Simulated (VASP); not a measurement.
# P (Fm-3m) in VASP: further runs

P is run at these levels: PBE; tasks: relaxation of cell and atoms, single point.

Everything below comes from runs of VASP 6.6.1. Logs are shortened: lines on timing, memory, paths and dates and some standing lists are left out, and cuts for length are marked.

### 1 The cell of the first run

Symmetry: Fm-3m, No. 225, cubic system. The conventional cell has a = 3.837 Å, b = 3.837 Å, c = 3.837 Å, α = 90.00°, β = 90.00°, γ = 90.00°. Within 3.6 Å of P (site symmetry m-3m) lie 12 P at 2.71 Å.

This isn't the form of P at room conditions, which is orthorhombic.

### 2 Relaxation of cell and atoms, PBE, target pressure 2.2 GPa, at which the enthalpy is minimised

INCAR reads:

```
SYSTEM = P
ALGO     = Normal         ! electronic algorithm
EDIFF    = 1E-6           ! SCF threshold, eV
EDIFFG   = -0.005         ! ionic threshold
ENCUT    = 600            ! plane-wave cutoff, eV
GGA      = PE             ! functional
IBRION   = 2              ! ionic algorithm
ISIF     = 3              ! what is computed and relaxed
ISMEAR   = -1             ! smearing method
LASPH    = .True.         ! aspherical terms in the spheres
LCHARG   = .False.        ! write CHGCAR
LREAL    = .False.        ! projectors in reciprocal space
LWAVE    = .False.        ! write WAVECAR
NELM     = 100            ! most SCF steps
NSW      = 60             ! ionic steps
PREC     = Accurate       ! precision mode
PSTRESS  = 22.0         
SIGMA    = 0.05           ! smearing width, eV
```

KPOINTS reads:

```
k-points
0
Gamma
  17 17 17
  0 0 0
```

POSCAR reads:

```
P
1.0
    0.0000000000      1.9184950383      1.9184950383
    1.9184950383      0.0000000000      1.9184950383
    1.9184950383      1.9184950383      0.0000000000
P
1
Direct
    0.0000000000      0.0000000000      0.0000000000
```

Potentials or basis: VASP PAW PBE potentials, release 64 (P).

On the command line:

```console
cat potpaw_PBE.64/P/POTCAR > POTCAR
mpirun -np 1 vasp_std > vasp.out
```

OUTCAR:

```text
SYSTEM = P
   EDIFF = 1E-6
   EDIFFG = -0.005
   ENCUT = 600
   GGA = PE
   IBRION = 2
   ISIF = 3
   ISMEAR = -1
   LASPH = .True.
   LREAL = .False.
   NELM = 100
   NSW = 60
   PREC = Accurate
   PSTRESS = 22.0

 ion  position               nearest neighbor table
   1  0.000  0.000  0.000-

  LATTYP: Found a face centered cubic cell.
 ALAT       =     3.8369900766

  Lattice vectors:

 A1 = (   0.0000000000,   1.9184950383,   1.9184950383)
 A2 = (   1.9184950383,   0.0000000000,   1.9184950383)
 A3 = (   1.9184950383,   1.9184950383,   0.0000000000)

Analysis of symmetry for initial positions (statically):
=====================================================================
 Subroutine PRICEL returns:
 Original cell was already a primitive cell.

 Routine SETGRP: Setting up the symmetry group for a
 face centered cubic supercell.

 Subroutine GETGRP returns: Found 48 space group operations
 (whereof 48 operations were pure point group operations)
 out of a pool of 48 trial point group operations.

The static configuration has the point symmetry O_h .

Analysis of symmetry for dynamics (positions and initial velocities):
=====================================================================
 Subroutine PRICEL returns:
 Original cell was already a primitive cell.

 Routine SETGRP: Setting up the symmetry group for a
 face centered cubic supercell.

 Subroutine GETGRP returns: Found 48 space group operations
 (whereof 48 operations were pure point group operations)
 out of a pool of 48 trial point group operations.

The dynamic configuration has the point symmetry O_h .

 Subroutine INISYM returns: Found 48 space group operations
 (whereof 48 operations are pure point group operations),
 and found     1 'primitive' translations

----------------------------------------------------------------------------------------

                                     Primitive cell

  volume of cell :      14.1225

  direct lattice vectors                    reciprocal lattice vectors
     0.000000000  1.918495038  1.918495038    -0.260620950  0.260620950  0.260620950
     1.918495038  0.000000000  1.918495038     0.260620950 -0.260620950  0.260620950
     1.918495038  1.918495038  0.000000000     0.260620950  0.260620950 -0.260620950

  length of vectors
     2.713161703  2.713161703  2.713161703     0.451408727  0.451408727  0.451408727

  position of ions in fractional coordinates (direct lattice)
     0.000000000  0.000000000  0.000000000

  ion indices of the primitive-cell ions
   primitive index   ion index
                 1           1

----------------------------------------------------------------------------------------

 KPOINTS: k-points

Automatic generation of k-mesh.
 Grid dimensions read from file:
 generate k-points for:   17   17   17

 Generating k-lattice:

  Cartesian coordinates                     Fractional coordinates (reciprocal lattice)
    -0.015330644  0.015330644  0.015330644     0.058823529  0.000000000  0.000000000
     0.015330644 -0.015330644  0.015330644     0.000000000  0.058823529  0.000000000
     0.015330644  0.015330644 -0.015330644     0.000000000  0.000000000  0.058823529

  Length of vectors
     0.026553455  0.026553455  0.026553455

  Shift w.r.t. Gamma in fractional coordinates (k-lattice)
     0.000000000  0.000000000  0.000000000

 Subroutine IBZKPT returns following result:
 ===========================================

 Found    165 irreducible k-points:

 Following reciprocal coordinates:
[... 44 lines left out ...]
   EDIFF  = 0.1E-05   stopping-criterion for ELM
   LREAL  =      F    real-space projection
   EDIFFG = -.5E-02   stopping-criterion for IOM
   NSW    =     60    number of steps for IOM
   IBRION =      2    ionic relax: 0-MD 1-quasi-New 2-CG
   NFREE  =      1    steps in history (QN), initial steepest desc. (CG)
   ISIF   =      3    stress and relaxation
   ISYM   =      2    0-nonsym 1-usesym 2-fastsym
   POTIM  = 0.5000    time-step for ionic-motion
   TEBEG  =    0.0;   TEEND  =   0.0 temperature during run
   PSTRESS=   22.0 pullay stress
   NELECT =       5.0000    total number of electrons
   NUPDOWN=      -1.0000    fix difference up-down
   EMIN   =  10.00;   EMAX   =-10.00  energy-range for DOS
   EFERMI =   0.00;   METHOD = LEGACY
   ISMEAR =    -1;   SIGMA  =   0.05  broadening in eV -4-tet -1-fermi 0-gaus
   EFERMI_NEDOS =   21; number of points for ismear=-14 and -15
   IALGO  =     38    algorithm
   IMIX   =      4    mixing-type and parameters
     AMIX     =   0.40;   BMIX     =  1.00
     AMIX_MAG =   1.60;   BMIX_MAG =  1.00
  volume/ion in A,a.u.               =      14.12        95.30
  Fermi-wavevector in a.u.,A,eV,Ry     =   1.158139  2.188566 18.249314  1.341287
  Thomas-Fermi vector in A             =   2.294744
   LORBIT       =      0    0 simple, 1 ext, 2 COOP (PROOUT), +10 PAW based schemes
   GGA     = PE    functional components
   LHFCALC =     F    Hartree Fock is set to
   AEXX    =    0.0000 exact exchange contribution
   IVDW    =     0    specifies the selected vdW correction
   LEPSILON=     F    determine dielectric tensor
   LRPA    =     F    only Hartree local field effects (RPA)
 conjugate gradient relaxation of ions
 non-spin polarized calculation
  energy-cutoff  :      600.00
  volume of cell :       14.12
 maximum number of plane-waves:       495
 NGX is ok and might be reduce to    24
   NGX = 11   NGY = 11   NGZ = 11

--------------------------------------- Ionic step        1  -------------------------------------------

 number of electron       5.0000001 magnetization

 Free energy of the ion-electron system (eV)
  ---------------------------------------------------
  ext. energy  EPLUGINS =         0.00000000
  ---------------------------------------------------
  free energy    TOTEN  =        -4.51086000 eV

  energy without entropy =       -4.50530220  energy(sigma->0) =       -4.50808110

------------------------ aborting loop because EDIFF is reached ----------------------------------------

  FORCE on cell =-STRESS in cart. coord.  units (eV):
  Direction    XX          YY          ZZ          XY          YZ          ZX
  --------------------------------------------------------------------------------------
  -------------------------------------------------------------------------------------
  Total        0.1807347      0.1807347      0.1807347     -0.0000000      0.0000000      0.0000000
  in kB       20.5040666     20.5040666     20.5040666     -0.0000000      0.0000000      0.0000000
  external PRESSURE =      -1.4959334 kB  Pullay stress =      22.0000000 kB

 VOLUME and BASIS-vectors are now :
 -----------------------------------------------------------------------------
  energy-cutoff  :      600.00
  volume of cell :       14.12
      direct lattice vectors                 reciprocal lattice vectors
     0.000000000  1.918495038  1.918495038    -0.260620950  0.260620950  0.260620950
     1.918495038  0.000000000  1.918495038     0.260620950 -0.260620950  0.260620950
     1.918495038  1.918495038  0.000000000     0.260620950  0.260620950 -0.260620950

 POSITION                                       TOTAL-FORCE (eV/Angst)
 -----------------------------------------------------------------------------------
      0.00000      0.00000      0.00000        -0.000000      0.000000      0.000000
 -----------------------------------------------------------------------------------
    total drift:                                0.000000      0.000000     -0.000000

  FREE ENERGIE OF THE ION-ELECTRON SYSTEM (eV)
  ---------------------------------------------------
  free  energy   TOTEN  =        -4.5108600034 eV

  energy  without entropy=       -4.5053021963  energy(sigma->0) =       -4.50808110

  enthalpy is  TOTEN    =        -4.3169393191 eV   P V=        0.1939206843

--------------------------------------- Ionic step        2  -------------------------------------------

 number of electron       5.0000001 magnetization

 Free energy of the ion-electron system (eV)
  ---------------------------------------------------
  ext. energy  EPLUGINS =         0.00000000
  ---------------------------------------------------
  free energy    TOTEN  =        -4.51049795 eV

  energy without entropy =       -4.50502777  energy(sigma->0) =       -4.50776286

 E-fermi :  10.2862     XC(G=0): -11.6235

 val. band max:       10.2439304372   @ k =   0.4706   0.4118   0.0000
 cond. band min:      10.2969934376   @ k =  -0.2941   0.1765   0.0000
 fundamental gap:      0.0530630004
 Fermi energy:        10.2861649285

 k-point     1 :       0.0000    0.0000    0.0000
  band No.  band energies     occupation
      1      -6.4285      2.00000
      2      17.3118      0.00000
      3      17.3118      0.00000
      4      17.3118      0.00000
      5      21.7314      0.00000
      6      21.7314      0.00000
[... 199 lines left out ...]
 k-point    24 :      -0.1176    0.0588    0.0000
  band No.  band energies     occupation
      1      -5.8017      2.00000
      2      13.7963      0.00000
      3      15.3780      0.00000
      4      17.1528      0.00000
      5      21.9808      0.00000
      6      22.4167      0.00000

 [... further k-points ...]

------------------------ aborting loop because EDIFF is reached ----------------------------------------

  FORCE on cell =-STRESS in cart. coord.  units (eV):
  Direction    XX          YY          ZZ          XY          YZ          ZX
  --------------------------------------------------------------------------------------
  -------------------------------------------------------------------------------------
  Total        0.1973447      0.1973447      0.1973447      0.0000000      0.0000000     -0.0000000
  in kB       22.4312278     22.4312278     22.4312278      0.0000000      0.0000000     -0.0000000
  external PRESSURE =       0.4312278 kB  Pullay stress =      22.0000000 kB

 VOLUME and BASIS-vectors are now :
 -----------------------------------------------------------------------------
  energy-cutoff  :      600.00
  volume of cell :       14.10
      direct lattice vectors                 reciprocal lattice vectors
     0.000000000  1.917274629  1.917274629    -0.260786844  0.260786844  0.260786844
     1.917274629  0.000000000  1.917274629     0.260786844 -0.260786844  0.260786844
     1.917274629  1.917274629 -0.000000000     0.260786844  0.260786844 -0.260786844

 POSITION                                       TOTAL-FORCE (eV/Angst)
 -----------------------------------------------------------------------------------
      3.83455      1.91727      1.91727         0.000000      0.000000      0.000000
 -----------------------------------------------------------------------------------
    total drift:                               -0.000000     -0.000000     -0.000000

  FREE ENERGIE OF THE ION-ELECTRON SYSTEM (eV)
  ---------------------------------------------------
  free  energy   TOTEN  =        -4.5104979493 eV

  energy  without entropy=       -4.5050277688  energy(sigma->0) =       -4.50776286

  enthalpy is  TOTEN    =        -4.3169471050 eV   P V=        0.1935508442

 reached required accuracy - stopping structural energy minimisation
```

Wall time 13 s (1 thread of Intel Xeon 8259CL, shared host); peak memory 0.14 GiB.

Results:

```yaml
Free_energy: -4.5105 eV
Relaxed_volume: 14.10 Å³/atom
Relaxed_cell: a = 2.711 Å, b = 2.711 Å, c = 2.711 Å, α = 60.00°, β = 60.00°, γ = 60.00°
Space_group_after_relaxing_to_0.1_Å: Fm-3m (No. 225)
Energy_change_on_relaxing_the_run_minimises_the_enthalpy: +0.4 meV/atom
Ionic_steps: 2
Pressure_after_relaxing: 2.2 GPa
Band_gap_on_the_k_mesh: zero (an odd number of electrons rules out a gap without spin polarisation)
```

Step by step:
```tsv
step	energy change (eV)	largest force (eV/Å)	pressure (GPa)	volume (Å³)
1	0.0000	0.0000	2.05	14.12
2	0.0004	0.0000	2.24	14.10
```

Final structure:
```yaml
crystal:
  lattice:
    - [0.00000, 1.91727, 1.91727]
    - [1.91727, 0.00000, 1.91727]
    - [1.91727, 1.91727, 0.00000]
  atoms:
    - { symbol: P, position: [0.00000, 0.00000, 0.00000] }
```

Levels at points of the mesh, in eV from the Fermi level:
```
           k point  band 1  band 2  band 3  band 4  band 5
(0.00, 0.00, 0.00)  -16.71    7.03    7.03    7.03   11.45
```

Caveat: the cell is relaxed towards a set pressure, so the run minimises the enthalpy, not the energy.

(Continued in part 2 of 2.)
